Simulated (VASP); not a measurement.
# V (R-3m) in VASP: single point with PBEsol

Aim: the single point of V with PBEsol.

Program: VASP 6.6.1. These are calculated values, not measurements. Logs are shortened: lines on timing, memory, paths and dates and some standing lists are left out, and cuts for length are marked.

## 1. The cell of the first run

It takes space group R-3m (No. 166, trigonal). The conventional cell has a = 5.003 Å, b = 5.003 Å, c = 25.405 Å, α = 90.00°, β = 90.00°, γ = 120.00°. V (site symmetry m) has 7 V at 2.40 to 2.53 Å within 3.2 Å. Within 3.2 Å of V (site symmetry m) lie 8 V at 2.45 to 2.56 Å.

## 2. Single point, PBEsol

Contents of INCAR:

```
ALGO     = Fast           # electronic algorithm
EDIFF    = 1E-6           # SCF threshold, eV
ENCUT    = 520            # plane-wave cutoff, eV
GGA      = PS             # functional
ISIF     = 2              # what is computed and relaxed
ISMEAR   = 0              # smearing method
KPAR     = 4            
LASPH    = True           # aspherical terms in the spheres
LCHARG   = True           # write CHGCAR
LREAL    = False          # projectors in reciprocal space
LVHAR    = True         
LWAVE    = False          # write WAVECAR
NBANDS   = 90             # bands
NELM     = 60             # most SCF steps
PREC     = Accurate       # precision mode
SIGMA    = 0.1            # smearing width, eV
```

Contents of KPOINTS:

```
k-points
0
Gamma
  9 9 9
```

Contents of POSCAR:

```
V
1.0
    2.5014008011      1.4441844259      8.4681722746
   -2.5014008011      1.4441844259      8.4681722746
    0.0000000000     -2.8883688518      8.4681722746
V
12
Direct
    0.0492815936      0.5429389702      0.0492815936
    0.0492815936      0.0492815936      0.5429389702
    0.5429389702      0.0492815936      0.0492815936
    0.9507184064      0.4570610298      0.9507184064
    0.4570610298      0.9507184064      0.9507184064
    0.9507184064      0.9507184064      0.4570610298
    0.2111672341      0.7000187332      0.2111672341
    0.2111672341      0.2111672341      0.7000187332
    0.7000187332      0.2111672341      0.2111672341
    0.7888327659      0.2999812668      0.7888327659
    0.2999812668      0.7888327659      0.7888327659
    0.7888327659      0.7888327659      0.2999812668
```

Potentials or basis: VASP PAW PBE potentials, release 64 (V_sv).

On the command line:

```console
$ cat potpaw_PBE.64/V_sv/POTCAR > POTCAR
$ mpirun -np 4 vasp_std > vasp.out
```

OUTCAR:

```text
EDIFF = 1E-6
   ENCUT = 520
   GGA = PS
   ISIF = 2
   ISMEAR = 0
   LASPH = True
   LREAL = False
   NELM = 60
   PREC = Accurate

 ion  position               nearest neighbor table
   1  0.049  0.543  0.049-   4 2.40   3 2.47   2 2.47  12 2.48  11 2.48   3 2.53   2 2.53
   2  0.049  0.049  0.543-   6 2.40   3 2.47   1 2.47  10 2.48  11 2.48   1 2.53   3 2.53
   3  0.543  0.049  0.049-   5 2.40   1 2.47   2 2.47  12 2.48  10 2.48   1 2.53   2 2.53
   4  0.951  0.457  0.951-   1 2.40   5 2.47   6 2.47   8 2.48   9 2.48   5 2.53   6 2.53
   5  0.457  0.951  0.951-   3 2.40   4 2.47   6 2.47   8 2.48   7 2.48   4 2.53   6 2.53
   6  0.951  0.951  0.457-   2 2.40   4 2.47   5 2.47   7 2.48   9 2.48   4 2.53   5 2.53
   7  0.211  0.700  0.211-   9 2.45   8 2.45   6 2.48   5 2.48  12 2.54  11 2.54   9 2.56   8 2.56
[... 7 lines left out ...]
  11  0.300  0.789  0.789-  10 2.45  12 2.45   2 2.48   1 2.48   8 2.54   7 2.54  10 2.56  12 2.56

  12  0.789  0.789  0.300-  10 2.45  11 2.45   1 2.48   3 2.48   7 2.54   9 2.54  11 2.56  10 2.56

  LATTYP: Found a trigonal (rhomboedric) cell.
 ALAT       =     8.9472127669
 COS(alpha) =     0.8436776646

  Lattice vectors:

 A1 = (   2.5014008011,   1.4441844259,   8.4681722746)
 A2 = (  -2.5014008011,   1.4441844259,   8.4681722746)
 A3 = (   0.0000000000,  -2.8883688518,   8.4681722746)

Analysis of symmetry for initial positions (statically):
=====================================================================
 Subroutine PRICEL returns:
 Original cell was already a primitive cell.

 Routine SETGRP: Setting up the symmetry group for a
 trigonal (rhombohedral) supercell.

 Subroutine GETGRP returns: Found 12 space group operations
 (whereof 12 operations were pure point group operations)
 out of a pool of 12 trial point group operations.

The static configuration has the point symmetry D_3d.

Analysis of symmetry for dynamics (positions and initial velocities):
=====================================================================
 Subroutine PRICEL returns:
 Original cell was already a primitive cell.

 Routine SETGRP: Setting up the symmetry group for a
 trigonal (rhombohedral) supercell.

 Subroutine GETGRP returns: Found 12 space group operations
 (whereof 12 operations were pure point group operations)
 out of a pool of 12 trial point group operations.

The dynamic configuration has the point symmetry D_3d.

 Subroutine INISYM returns: Found 12 space group operations
[... 124 lines left out ...]
   ISYM   =      2    0-nonsym 1-usesym 2-fastsym
   POTIM  = 0.5000    time-step for ionic-motion
   TEBEG  =    0.0;   TEEND  =   0.0 temperature during run
   PSTRESS=    0.0 pullay stress
   NELECT =     156.0000    total number of electrons
   NUPDOWN=      -1.0000    fix difference up-down
   EMIN   =  10.00;   EMAX   =-10.00  energy-range for DOS
   EFERMI =   0.00;   METHOD = LEGACY
   ISMEAR =     0;   SIGMA  =   0.10  broadening in eV -4-tet -1-fermi 0-gaus
   EFERMI_NEDOS =   21; number of points for ismear=-14 and -15
   IALGO  =     68    algorithm
   IMIX   =      4    mixing-type and parameters
     AMIX     =   0.40;   BMIX     =  1.00
     AMIX_MAG =   1.60;   BMIX_MAG =  1.00
  volume/ion in A,a.u.               =      15.30       103.22
  Fermi-wavevector in a.u.,A,eV,Ry     =   1.550722  2.930440 32.718475  2.404740
  Thomas-Fermi vector in A             =   2.655345
   LORBIT       =      0    0 simple, 1 ext, 2 COOP (PROOUT), +10 PAW based schemes
   GGA     = PS    functional components
   LHFCALC =     F    Hartree Fock is set to
   AEXX    =    0.0000 exact exchange contribution
   IVDW    =     0    specifies the selected vdW correction
   LEPSILON=     F    determine dielectric tensor
   LRPA    =     F    only Hartree local field effects (RPA)
 non-spin polarized calculation
 RMM-DIIS sequential band-by-band and
 Gauss-broadening in eV      SIGMA  =   0.10
  energy-cutoff  :      520.00
  volume of cell :      183.55
 maximum number of plane-waves:      4970
 NGX is ok and might be reduce to    70
   NGX = 33   NGY = 33   NGZ = 33

 number of electron     156.0000007 magnetization

 Free energy of the ion-electron system (eV)
  ---------------------------------------------------
  ext. energy  EPLUGINS =         0.00000000
  ---------------------------------------------------
  free energy    TOTEN  =      -104.28251595 eV

  energy without entropy =     -104.20970485  energy(sigma->0) =     -104.24611040

 E-fermi :   8.1180     XC(G=0): -12.1485

 val. band max:        8.1169455707   @ k =   0.4444   0.4444  -0.0000
 cond. band min:       8.1183109485   @ k =  -0.3333   0.4444   0.3333
 fundamental gap:      0.0013653777
 Fermi energy:         8.1179615544

 k-point     1 :       0.0000    0.0000    0.0000
  band No.  band energies     occupation
      1     -55.5571      2.00000
      2     -55.4523      2.00000
      3     -55.4054      2.00000
      4     -55.3187      2.00000
      5     -55.3187      2.00000
      6     -55.2964      2.00000
[... 2221 lines left out ...]
     89       9.3119      0.00000
     90       9.4943      0.00000

 [... further k-points ...]
[... 5 lines left out ...]
  --------------------------------------------------------------------------------------
  -------------------------------------------------------------------------------------
  Total        0.2533595      0.2533595      0.2813995      0.0000000     -0.0000000      0.0000000
  in kB        2.2115715      2.2115715      2.4563315      0.0000000     -0.0000000      0.0000000
  external PRESSURE =       2.2931581 kB  Pullay stress =       0.0000000 kB

 VOLUME and BASIS-vectors are now :
 -----------------------------------------------------------------------------
  energy-cutoff  :      520.00
  volume of cell :      183.55
      direct lattice vectors                 reciprocal lattice vectors
     2.501400801  1.444184426  8.468172275     0.199887999  0.115405390  0.039363079
    -2.501400801  1.444184426  8.468172275    -0.199887999  0.115405390  0.039363079
     0.000000000 -2.888368852  8.468172275     0.000000000 -0.230810780  0.039363079

 POSITION                                       TOTAL-FORCE (eV/Angst)
 -----------------------------------------------------------------------------------
     -1.23483      0.71293      5.43235        -0.001371      0.000791      0.000449
      0.00000     -1.42586      5.43235        -0.000000     -0.001583      0.000449
      1.23483      0.71293      5.43235         0.001371      0.000791      0.000449
      1.23483     -0.71293     19.97217         0.001371     -0.000791     -0.000449
     -1.23483     -0.71293     19.97217        -0.001371     -0.000791     -0.000449
      0.00000      1.42586     19.97217        -0.000000      0.001583     -0.000449
     -1.22281      0.70599      9.50428        -0.005431      0.003135     -0.006565
      0.00000     -1.41198      9.50428        -0.000000     -0.006271     -0.006565
      1.22281      0.70599      9.50428         0.005431      0.003135     -0.006565
      1.22281     -0.70599     15.90024         0.005431     -0.003135      0.006565
     -1.22281     -0.70599     15.90024        -0.005431     -0.003135      0.006565
      0.00000      1.41198     15.90024        -0.000000      0.006271      0.006565
 -----------------------------------------------------------------------------------
    total drift:                                0.000000     -0.000000      0.000000

  FREE ENERGIE OF THE ION-ELECTRON SYSTEM (eV)
  ---------------------------------------------------
  free  energy   TOTEN  =      -104.2825159546 eV

  energy  without entropy=     -104.2097048542  energy(sigma->0) =     -104.24611040
```

Run time: 77 min. Hardware: 4 MPI ranks of Oxide Virtual Turin-like, shared host; peak memory 1.3 GiB.

Results:

| Quantity | Value |
| --- | --- |
| Free energy | -104.2825 eV |
| Pressure | 0.2 GPa |
| Largest force | 0.009 eV/Å |
| Band gap on the k mesh | zero (bands 78 and 79 overlap by 0.71 eV) |

Forces on the atoms (eV/Å):
```
V   -0.001  0.001  0.000
V    0.000 -0.002  0.000
V    0.001  0.001  0.000
V    0.001 -0.001  0.000
V   -0.001 -0.001  0.000
V    0.000  0.002  0.000
V   -0.005  0.003 -0.007
V    0.000 -0.006 -0.007
V    0.005  0.003 -0.007
V    0.005 -0.003  0.007
V   -0.005 -0.003  0.007
V    0.000  0.006  0.007
```

Caveat: the PAW data sets were made with another functional, which shifts forces and pressure a little.
